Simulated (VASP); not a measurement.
Input of a VASP 6.6.1 run:

The input INCAR:

```
PREC = Accurate
ENCUT = 520
EDIFF = 1E-6
ISMEAR = 0
SIGMA = 0.05
LREAL = False
LASPH = True
NELM = 60
ALGO = Normal
ISIF = 2
LWAVE = False
LCHARG = False
GGA = PE
NBANDS = 26
```

The input KPOINTS:

```
regular mesh
0
Gamma
  12 12 4
```

The input POSCAR:

```
ZnS
1.0
    3.8454929889      0.0000000000      0.0000000000
   -1.9227464944      3.3302946184      0.0000000000
    0.0000000000      0.0000000000      6.3999133043
Zn S
2 2
Direct
    0.3333333333      0.6666666667      0.0052197899
    0.6666666667      0.3333333333      0.5052197899
    0.3333333333      0.6666666667      0.3797802101
    0.6666666667      0.3333333333      0.8797802101
```

Potentials or basis: VASP PAW PBE potentials, release 64 (Zn, S).

The run is started by

```bash
$ cat potpaw_PBE.64/Zn/POTCAR potpaw_PBE.64/S/POTCAR > POTCAR
$ mpirun -np 1 vasp_std > vasp.out
```

What does it give for the pressure?

-0.9 GPa.

Predict the largest force.

0.069 eV/Å.

Estimate the band gap on the k mesh.

1.98 eV, direct.

Forces on the atoms (eV/Å):
```
Zn   0.000  0.000  0.069
Zn   0.000  0.000  0.069
S    0.000  0.000 -0.069
S    0.000  0.000 -0.069
```

Caveat: the cell differs from its parent crystal (strain +0.0150 x Voigt [0, 0, 1, 0, 0, 0]). A k mesh can miss the band edges.
